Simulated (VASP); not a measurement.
# InSe (R3m) in VASP: single point with PBE+D3(BJ)

Aim: the single point of InSe with PBE+D3(BJ).

All numbers are computed with VASP 6.6.1; they aren't measurements. Logs are shortened: lines on timing, memory, paths and dates and some standing lists are left out, and cuts for length are marked.

**Measured values to compare with.**

“The Interaction of Hydrogen with the van der Waals Crystal γ-InSe”, 2020, pmc:7321205 reports, for a bulk crystal of InSe at 300 K: band gap 1.25 eV.

The results are compared with them further down.

### 1 The cell of the first run

Symmetry: R3m, No. 160, trigonal system. The conventional cell has a = 4.036 Å, b = 4.036 Å, c = 24.910 Å, α = 90.00°, β = 90.00°, γ = 120.00°. Within 3.5 Å of In (site symmetry 3m) lie 3 Se at 2.66 Å and 1 In at 2.79 Å. Within 3.5 Å of In (site symmetry 3m) lie 3 Se at 2.66 Å and 1 In at 2.79 Å. Se (site symmetry 3m) has 3 In at 2.66 Å within 3.5 Å. Se (site symmetry 3m) has 3 In at 2.66 Å within 3.5 Å.

### 2 Single point, PBE+D3(BJ)

File INCAR:

```
SYSTEM = InSe
  PREC = Accurate
  ENCUT = 520
  EDIFF = 1E-7
  ISMEAR = 0
  SIGMA = 0.02
  LREAL = .False.
  LASPH = .True.
  NELM = 100
  ALGO = Fast
  ISIF = 2
  LWAVE = .False.
  LCHARG = .False.
  GGA = PE
  IVDW = 12
  NBANDS = 27
```

File KPOINTS:

```
regular mesh
0
Gamma
  12 12 12
  0 0 0
```

File POSCAR:

```
InSe
1.0
    2.0181972275      1.1652067126      8.3033250645
   -2.0181972275      1.1652067126      8.3033250645
    0.0000000000     -2.3304134251      8.3033250645
In Se
2 2
Direct
    0.0000475048      0.0000475048      0.0000475048
    0.1121766891      0.1121766891      0.1121766891
    0.6151385375      0.6151385375      0.6151385375
    0.8303372686      0.8303372686      0.8303372686
```

Potentials or basis: VASP PAW PBE potentials, release 64 (In_d, Se).

Started as:

```bash
$ cat potpaw_PBE.64/In_d/POTCAR potpaw_PBE.64/Se/POTCAR > POTCAR
$ mpirun -np 1 vasp_std > vasp.out
```

OUTCAR:

```text
SYSTEM = InSe
   PREC = Accurate
   ENCUT = 520
   EDIFF = 1E-7
   ISMEAR = 0
   LREAL = .False.
   LASPH = .True.
   NELM = 100
   ISIF = 2
   GGA = PE
   IVDW = 12
 IVDW          = 12

 ion  position               nearest neighbor table
   1  0.000  0.000  0.000-   3 2.66   3 2.66   3 2.66   2 2.79
   2  0.112  0.112  0.112-   4 2.66   4 2.66   4 2.66   1 2.79
   3  0.615  0.615  0.615-   1 2.66   1 2.66   1 2.66
   4  0.830  0.830  0.830-   2 2.66   2 2.66   2 2.66

  LATTYP: Found a trigonal (rhomboedric) cell.
 ALAT       =     8.6241540953
 COS(alpha) =     0.8904722439

  Lattice vectors:

 A1 = (   2.0181972275,   1.1652067126,   8.3033250645)
 A2 = (  -2.0181972275,   1.1652067126,   8.3033250645)
 A3 = (   0.0000000000,  -2.3304134251,   8.3033250645)

Analysis of symmetry for initial positions (statically):
=====================================================================
 Subroutine PRICEL returns:
 Original cell was already a primitive cell.

 Routine SETGRP: Setting up the symmetry group for a
 trigonal (rhombohedral) supercell.

 Subroutine GETGRP returns: Found  6 space group operations
 (whereof  6 operations were pure point group operations)
 out of a pool of 12 trial point group operations.

The static configuration has the point symmetry C_3v.

Analysis of symmetry for dynamics (positions and initial velocities):
=====================================================================
 Subroutine PRICEL returns:
 Original cell was already a primitive cell.

 Routine SETGRP: Setting up the symmetry group for a
 trigonal (rhombohedral) supercell.

 Subroutine GETGRP returns: Found  6 space group operations
 (whereof  6 operations were pure point group operations)
 out of a pool of 12 trial point group operations.

The dynamic configuration has the point symmetry C_3v.

 Subroutine INISYM returns: Found  6 space group operations
 (whereof  6 operations are pure point group operations),
 and found     1 'primitive' translations

----------------------------------------------------------------------------------------

                                     Primitive cell

  volume of cell :     117.1574

  direct lattice vectors                    reciprocal lattice vectors
     2.018197227  1.165206713  8.303325064     0.247745856  0.143036137  0.040144560
    -2.018197227  1.165206713  8.303325064    -0.247745856  0.143036137  0.040144560
[... 89 lines left out ...]
   EDIFF  = 0.1E-06   stopping-criterion for ELM
   LREAL  =      F    real-space projection
   EDIFFG = 0.1E-05   stopping-criterion for IOM
   NSW    =      0    number of steps for IOM
   IBRION =     -1    ionic relax: 0-MD 1-quasi-New 2-CG
   NFREE  =      0    steps in history (QN), initial steepest desc. (CG)
   ISIF   =      2    stress and relaxation
   ISYM   =      2    0-nonsym 1-usesym 2-fastsym
   POTIM  = 0.5000    time-step for ionic-motion
   TEBEG  =    0.0;   TEEND  =   0.0 temperature during run
   PSTRESS=    0.0 pullay stress
   NELECT =      38.0000    total number of electrons
   NUPDOWN=      -1.0000    fix difference up-down
   EMIN   =  10.00;   EMAX   =-10.00  energy-range for DOS
   EFERMI =   0.00;   METHOD = LEGACY
   ISMEAR =     0;   SIGMA  =   0.02  broadening in eV -4-tet -1-fermi 0-gaus
   EFERMI_NEDOS =   21; number of points for ismear=-14 and -15
   IALGO  =     68    algorithm
   IMIX   =      4    mixing-type and parameters
     AMIX     =   0.40;   BMIX     =  1.00
     AMIX_MAG =   1.60;   BMIX_MAG =  1.00
  volume/ion in A,a.u.               =      29.29       197.65
  Fermi-wavevector in a.u.,A,eV,Ry     =   1.124811  2.125584 17.214076  1.265199
  Thomas-Fermi vector in A             =   2.261484
   LORBIT       =      0    0 simple, 1 ext, 2 COOP (PROOUT), +10 PAW based schemes
   GGA     = PE    functional components
   LHFCALC =     F    Hartree Fock is set to
   AEXX    =    0.0000 exact exchange contribution
   IVDW    =    12    specifies the selected vdW correction
   LEPSILON=     F    determine dielectric tensor
   LRPA    =     F    only Hartree local field effects (RPA)
 non-spin polarized calculation
 RMM-DIIS sequential band-by-band and
 Gauss-broadening in eV      SIGMA  =   0.02
  energy-cutoff  :      520.00
  volume of cell :      117.16
 maximum number of plane-waves:      3182
   NGX = 33   NGY = 33   NGZ = 33

 number of electron      37.9999996 magnetization

 Free energy of the ion-electron system (eV)
  ---------------------------------------------------
  ext. energy  EPLUGINS =         0.00000000
  ---------------------------------------------------
  free energy    TOTEN  =       -14.15568584 eV

  energy without entropy =      -14.15568584  energy(sigma->0) =      -14.15568584

 E-fermi :   4.2225     XC(G=0):  -8.9170

 val. band max:        4.1414003123   @ k =   0.5000   0.5000   0.5000
 cond. band min:       4.4288365442   @ k =   0.5000   0.5000   0.5000
 fundamental gap:      0.2874362319
 Fermi energy:         4.2225484216

 k-point     1 :       0.0000    0.0000    0.0000
  band No.  band energies     occupation
      1     -10.7052      2.00000
      2     -10.5191      2.00000
      3     -10.5191      2.00000
      4     -10.4355      2.00000
      5     -10.4355      2.00000
      6     -10.4280      2.00000
[... 709 lines left out ...]
     26      11.1203      0.00000
     27      11.8241      0.00000

 [... further k-points ...]

------------------------ aborting loop because EDIFF is reached ----------------------------------------

 Edisp (eV)   -1.19899

 E8    (eV) :    -0.5499

  FORCE on cell =-STRESS in cart. coord.  units (eV):
  Direction    XX          YY          ZZ          XY          YZ          ZX
  --------------------------------------------------------------------------------------
  -------------------------------------------------------------------------------------
  Total       0.03702     0.03702     0.03013     0.00000     0.00000     0.00000
  in kB       0.50623     0.50623     0.41209     0.00000     0.00000     0.00000
  external pressure =        0.47 kB  Pullay stress =        0.00 kB

 VOLUME and BASIS-vectors are now :
 -----------------------------------------------------------------------------
  energy-cutoff  :      520.00
  volume of cell :      117.16
      direct lattice vectors                 reciprocal lattice vectors
     2.018197227  1.165206713  8.303325064     0.247745856  0.143036137  0.040144560
    -2.018197227  1.165206713  8.303325064    -0.247745856  0.143036137  0.040144560
     0.000000000 -2.330413425  8.303325064     0.000000000 -0.286072273  0.040144560

 POSITION                                       TOTAL-FORCE (eV/Angst)
 -----------------------------------------------------------------------------------
      0.00000      0.00000      0.00118         0.000000      0.000000      0.011988
      0.00000      0.00000      2.79432         0.000000     -0.000000     -0.011968
      0.00000      0.00000     15.32309         0.000000     -0.000000     -0.013269
      0.00000      0.00000     20.68368         0.000000      0.000000      0.013249
 -----------------------------------------------------------------------------------
    total drift:                                0.000000      0.000000     -0.000170

  FREE ENERGIE OF THE ION-ELECTRON SYSTEM (eV)
  ---------------------------------------------------
  free  energy   TOTEN  =       -15.3546752776 eV

  energy  without entropy=      -15.3546752776  energy(sigma->0) =      -15.35467528
```

Wall time 36 min (1 thread of AMD EPYC 9R45 (Zen 5), shared host); peak memory 0.86 GiB.

Results:

* Free energy: -15.3547 eV
* Pressure: 0.0 GPa
* Largest force: 0.013 eV/Å
* Band gap on the k mesh: 0.29 eV
* Dispersion energy per atom: -0.300 eV

Forces on the atoms (eV/Å):
```
In   0.000  0.000  0.012
In   0.000  0.000 -0.012
Se   0.000  0.000 -0.013
Se   0.000  0.000  0.013
```

Caveat: spin-orbit coupling is left out, which moves the levels of the heavy elements.

### 3 How close it comes

Step 2. Against the measured gap of InSe, 1.25 eV (300 K; “The Interaction of Hydrogen with the van der Waals Crystal γ-InSe”, 2020, pmc:7321205), the calculated 0.29 eV is off by -0.96 eV. Spin-orbit coupling on In, Se is left out. The value is that of PBE+D3(BJ) on a finite k mesh, which can miss the band edges, without temperature or zero-point motion. Semilocal functionals fall short of measured gaps as a rule.
